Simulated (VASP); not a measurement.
# Ir (Fm-3m) in VASP: single point with PBE

Aim: the single point of Ir with PBE.

All numbers are computed with VASP 6.6.1; they aren't measurements. Logs are shortened: lines on timing, memory, paths and dates and some standing lists are left out, and cuts for length are marked.

### Step 1. The cell of the first run

It takes space group Fm-3m (No. 225, cubic). Conventional cell: a = 3.930 Å, b = 3.930 Å, c = 3.930 Å, α = 90.00°, β = 90.00°, γ = 90.00°. Ir (site symmetry m-3m) has 12 Ir at 2.78 Å within 3.7 Å.

### Step 2. Single point, PBE (Pt replaced by Ir, lengths x 1.022, strained)

Input file INCAR:

```
SYSTEM = Ir
PREC = Accurate
ENCUT = 520
EDIFF = 1E-7
ISMEAR = 0
SIGMA = 0.1
LREAL = .FALSE.
LASPH = .TRUE.
NELM = 60
ALGO = Fast
ISIF = 2
LWAVE = .FALSE.
LCHARG = .TRUE.
GGA = PE
LELF = .TRUE.
LVHAR = .TRUE.
NBANDS = 10
```

Input file KPOINTS:

```
Automatic mesh
0
G
  18 18 18
  0 0 0
```

Input file POSCAR:

```
Ir
1.0
    0.0000000000      1.9649092820      1.9649092820
    1.9649092820      0.0000000000      1.9649092820
    1.9649092820      1.9649092820      0.0000000000
Ir
1
Direct
    0.0000000000      0.0000000000      0.0000000000
```

Potentials or basis: VASP PAW PBE potentials, release 64 (Ir).

Run with:

```console
cat potpaw_PBE.64/Ir/POTCAR > POTCAR
mpirun -np 1 vasp_std > vasp.out
```

OUTCAR:

```text
SYSTEM = Ir
   PREC = Accurate
   ENCUT = 520
   EDIFF = 1E-7
   ISMEAR = 0
   LREAL = .FALSE.
   LASPH = .TRUE.
   NELM = 60
   ISIF = 2
   GGA = PE

 ion  position               nearest neighbor table
   1  0.000  0.000  0.000-

  LATTYP: Found a face centered cubic cell.
 ALAT       =     3.9298185640

  Lattice vectors:

 A1 = (   0.0000000000,   1.9649092820,   1.9649092820)
 A2 = (   1.9649092820,   0.0000000000,   1.9649092820)
 A3 = (   1.9649092820,   1.9649092820,   0.0000000000)

Analysis of symmetry for initial positions (statically):
[... 33 lines left out ...]
                                     Primitive cell

  volume of cell :      15.1725

  direct lattice vectors                    reciprocal lattice vectors
     0.000000000  1.964909282  1.964909282    -0.254464674  0.254464674  0.254464674
     1.964909282  0.000000000  1.964909282     0.254464674 -0.254464674  0.254464674
     1.964909282  1.964909282  0.000000000     0.254464674  0.254464674 -0.254464674

  length of vectors
     2.778801355  2.778801355  2.778801355     0.440745744  0.440745744  0.440745744

  position of ions in fractional coordinates (direct lattice)
     0.000000000  0.000000000  0.000000000

  ion indices of the primitive-cell ions
   primitive index   ion index
                 1           1

----------------------------------------------------------------------------------------

 KPOINTS: Automatic mesh

Automatic generation of k-mesh.
 Grid dimensions read from file:
 generate k-points for:   18   18   18

 Generating k-lattice:

  Cartesian coordinates                     Fractional coordinates (reciprocal lattice)
    -0.014136926  0.014136926  0.014136926     0.055555556  0.000000000  0.000000000
     0.014136926 -0.014136926  0.014136926     0.000000000  0.055555556  0.000000000
     0.014136926  0.014136926 -0.014136926     0.000000000  0.000000000  0.055555556

  Length of vectors
     0.024485875  0.024485875  0.024485875

  Shift w.r.t. Gamma in fractional coordinates (k-lattice)
     0.000000000  0.000000000  0.000000000

 Subroutine IBZKPT returns following result:
 ===========================================

 Found    195 irreducible k-points:

 Following reciprocal coordinates:
            Coordinates               Weight
  0.000000  0.000000  0.000000      1.000000
  0.055556  0.000000  0.000000      8.000000
  0.111111  0.000000  0.000000      8.000000
  0.166667  0.000000  0.000000      8.000000
  0.222222  0.000000  0.000000      8.000000
  0.277778  0.000000  0.000000      8.000000
[... 16 lines left out ...]
 -0.277778  0.055556  0.000000     24.000000
 -0.222222  0.055556  0.000000     24.000000
 [... further k-points ...]
   k-points           NKPTS =    195   k-points in BZ     NKDIM =    195   number of bands    NBANDS=     10
   number of dos      NEDOS =    301   number of ions     NIONS =      1
   total plane-waves  NPLWV =  13824
   dimension x,y,z NGX =    24 NGY =   24 NGZ =   24
   dimension x,y,z NGXF=    48 NGYF=   48 NGZF=   48
   ions per type =               1
   NGX,Y,Z   is equivalent  to a cutoff of  14.36, 14.36, 14.36 a.u.
   NGXF,Y,Z  is equivalent  to a cutoff of  28.72, 28.72, 28.72 a.u.
 SYSTEM =  Ir
   PREC   = accura    normal or accurate (medium, high low for compatibility)
   ISTART =      0    job   : 0-new  1-cont  2-samecut
   ICHARG =      2    charge: 1-file 2-atom 10-const
   ISPIN  =      1    spin polarized calculation?
   LNONCOLLINEAR =      F non collinear calculations
   LSORBIT =      F    spin-orbit coupling
   LASPH  =      T    aspherical Exc in radial PAW
   ENCUT  =  520.0 eV  38.22 Ry    6.18 a.u.   5.17  5.17  5.17*2*pi/ulx,y,z
   NELM   =     60;   NELMIN=  2; NELMDL= -5     # of ELM steps
   EDIFF  = 0.1E-06   stopping-criterion for ELM
   LREAL  =      F    real-space projection
   EDIFFG = 0.1E-05   stopping-criterion for IOM
   NSW    =      0    number of steps for IOM
   IBRION =     -1    ionic relax: 0-MD 1-quasi-New 2-CG
   NFREE  =      0    steps in history (QN), initial steepest desc. (CG)
   ISIF   =      2    stress and relaxation
   ISYM   =      2    0-nonsym 1-usesym 2-fastsym
   POTIM  = 0.5000    time-step for ionic-motion
   TEBEG  =    0.0;   TEEND  =   0.0 temperature during run
   PSTRESS=    0.0 pullay stress
   NELECT =       9.0000    total number of electrons
   NUPDOWN=      -1.0000    fix difference up-down
   EMIN   =  10.00;   EMAX   =-10.00  energy-range for DOS
   EFERMI =   0.00;   METHOD = LEGACY
   ISMEAR =     0;   SIGMA  =   0.10  broadening in eV -4-tet -1-fermi 0-gaus
   EFERMI_NEDOS =   21; number of points for ismear=-14 and -15
   IALGO  =     68    algorithm
   IMIX   =      4    mixing-type and parameters
     AMIX     =   0.40;   BMIX     =  1.00
     AMIX_MAG =   1.60;   BMIX_MAG =  1.00
  volume/ion in A,a.u.               =      15.17       102.39
  Fermi-wavevector in a.u.,A,eV,Ry     =   1.375529  2.599373 25.743321  1.892081
  Thomas-Fermi vector in A             =   2.500857
   LORBIT       =      0    0 simple, 1 ext, 2 COOP (PROOUT), +10 PAW based schemes
   GGA     = PE    functional components
   LHFCALC =     F    Hartree Fock is set to
   AEXX    =    0.0000 exact exchange contribution
   IVDW    =     0    specifies the selected vdW correction
   LEPSILON=     F    determine dielectric tensor
   LRPA    =     F    only Hartree local field effects (RPA)
 non-spin polarized calculation
 RMM-DIIS sequential band-by-band and
 Gauss-broadening in eV      SIGMA  =   0.10
  energy-cutoff  :      520.00
  volume of cell :       15.17
 maximum number of plane-waves:       419
 NGX is ok and might be reduce to    24
   NGX = 11   NGY = 11   NGZ = 11

 number of electron       9.0000001 magnetization

 Free energy of the ion-electron system (eV)
  ---------------------------------------------------
  ext. energy  EPLUGINS =         0.00000000
  ---------------------------------------------------
  free energy    TOTEN  =        -8.82466411 eV

  energy without entropy =       -8.81879727  energy(sigma->0) =       -8.82173069

 E-fermi :   9.2541     XC(G=0): -13.5742

 val. band max:        9.2370474986   @ k =  -0.3333   0.3333   0.0000
 cond. band min:       9.2548091342   @ k =   0.5000   0.2222   0.1111
 fundamental gap:      0.0177616356
 Fermi energy:         9.2541098158

 k-point     1 :       0.0000    0.0000    0.0000
  band No.  band energies     occupation
      1      -1.1487      2.00000
      2       5.7411      2.00000
      3       5.7411      2.00000
      4       5.7411      2.00000
      5       8.1440      2.00000
      6       8.1440      2.00000
      7      23.6744      0.00000
      8      28.8487      0.00000
      9      28.8487      0.00000
     10      28.8487      0.00000

 k-point     2 :       0.0556    0.0000    0.0000
  band No.  band energies     occupation
      1      -1.0209      2.00000
      2       5.6758      2.00000
      3       5.7954      2.00000
      4       5.7954      2.00000
      5       8.1106      2.00000
      6       8.1106      2.00000
      7      23.8873      0.00000
      8      28.1238      0.00000
      9      29.0512      0.00000
     10      29.0512      0.00000

 k-point     3 :       0.1111    0.0000    0.0000
  band No.  band energies     occupation
      1      -0.6494      2.00000
      2       5.5075      2.00000
      3       5.9378      2.00000
      4       5.9378      2.00000
      5       8.0383      2.00000
      6       8.0383      2.00000
      7      24.4704      0.00000
      8      26.6857      0.00000
      9      29.6385      0.00000
     10      29.6385      0.00000

 k-point     4 :       0.1667    0.0000    0.0000
  band No.  band energies     occupation
      1      -0.0757      2.00000
      2       5.3141      2.00000
      3       6.0978      2.00000
      4       6.0978      2.00000
      5       8.0141      2.00000
      6       8.0141      2.00000
      7      25.0880      0.00000
      8      25.2553      0.00000
      9      30.5476      0.00000
     10      30.5476      0.00000

 k-point     5 :       0.2222    0.0000    0.0000
  band No.  band energies     occupation
      1       0.6101      2.00000
      2       5.2232      2.00000
      3       6.1653      2.00000
      4       6.1653      2.00000
      5       8.1618      2.00000
      6       8.1618      2.00000
      7      23.5049      0.00000
      8      25.7117      0.00000
      9      31.6314      0.00000
     10      31.6320      0.00000

 k-point     6 :       0.2778    0.0000    0.0000
  band No.  band energies     occupation
      1       1.2450      2.00000
      2       5.4171      2.00000
      3       6.0937      2.00000
      4       6.0937      2.00000
      5       8.5276      2.00000
      6       8.5276      2.00000
      7      21.8000      0.00000
      8      25.3907      0.00000
      9      32.1246      0.00000
     10      32.1269      0.00000
[... 183 lines left out ...]
 k-point    21 :      -0.3889    0.0556    0.0000
  band No.  band energies     occupation
      1       1.9402      2.00000
      2       5.6856      2.00000
      3       5.8250      2.00000
      4       7.1635      2.00000
      5       9.4313      0.01220
      6      10.2016      0.00000
      7      17.4835      0.00000
      8      23.8135      0.00000
      9      28.3522      0.00000
     10      29.6684      0.00000

 k-point    22 :      -0.3333    0.0556    0.0000
  band No.  band energies     occupation
      1       1.8395      2.00000
      2       5.8324      2.00000
      3       5.9597      2.00000
      4       6.1852      2.00000
      5       8.8913      2.00000
      6       9.6916      0.00000
      7      19.3482      0.00000
      8      24.4454      0.00000
      9      29.1343      0.00000
     10      31.1567      0.00000

 k-point    23 :      -0.2778    0.0556    0.0000
  band No.  band energies     occupation
      1       1.5238      2.00000
      2       5.4303      2.00000
      3       6.0259      2.00000
      4       6.1226      2.00000
      5       8.3369      2.00000
      6       9.1471      1.86987
      7      21.2685      0.00000
      8      25.2668      0.00000
      9      30.0699      0.00000
     10      32.4424      0.00000

 k-point    24 :      -0.2222    0.0556    0.0000
  band No.  band energies     occupation
      1       0.9455      2.00000
      2       5.1361      2.00000
      3       6.1566      2.00000
      4       6.2402      2.00000
      5       7.9034      2.00000
      6       8.6645      2.00000
      7      23.0408      0.00000
      8      25.8393      0.00000
      9      30.4903      0.00000
     10      31.7863      0.00000

 [... further k-points ...]
[... 5 lines left out ...]
  --------------------------------------------------------------------------------------
  -------------------------------------------------------------------------------------
  Total       -1.3083005     -1.3083005     -1.3083005      0.0000000      0.0000000      0.0000000
  in kB     -138.1530883   -138.1530883   -138.1530883      0.0000000      0.0000000      0.0000000
  external PRESSURE =    -138.1530883 kB  Pullay stress =       0.0000000 kB

 VOLUME and BASIS-vectors are now :
 -----------------------------------------------------------------------------
  energy-cutoff  :      520.00
  volume of cell :       15.17
      direct lattice vectors                 reciprocal lattice vectors
     0.000000000  1.964909282  1.964909282    -0.254464674  0.254464674  0.254464674
     1.964909282  0.000000000  1.964909282     0.254464674 -0.254464674  0.254464674
     1.964909282  1.964909282  0.000000000     0.254464674  0.254464674 -0.254464674

 POSITION                                       TOTAL-FORCE (eV/Angst)
 -----------------------------------------------------------------------------------
      0.00000      0.00000      0.00000         0.000000      0.000000      0.000000
 -----------------------------------------------------------------------------------
    total drift:                               -0.000000      0.000000     -0.000000

  FREE ENERGIE OF THE ION-ELECTRON SYSTEM (eV)
  ---------------------------------------------------
  free  energy   TOTEN  =        -8.8246641118 eV

  energy  without entropy=       -8.8187972683  energy(sigma->0) =       -8.82173069
```

Run time: 14 s. Hardware: 1 thread of Intel Xeon 6975P-C (Granite Rapids), shared host; peak memory 0.16 GiB.

What came out:

```
Free energy : -8.8247 eV
Pressure    : -13.8 GPa
```

Caveat: the cell differs from its parent crystal (Pt replaced by Ir, lengths x 1.022, strained); spin-orbit coupling is left out, which moves the levels of the heavy elements.
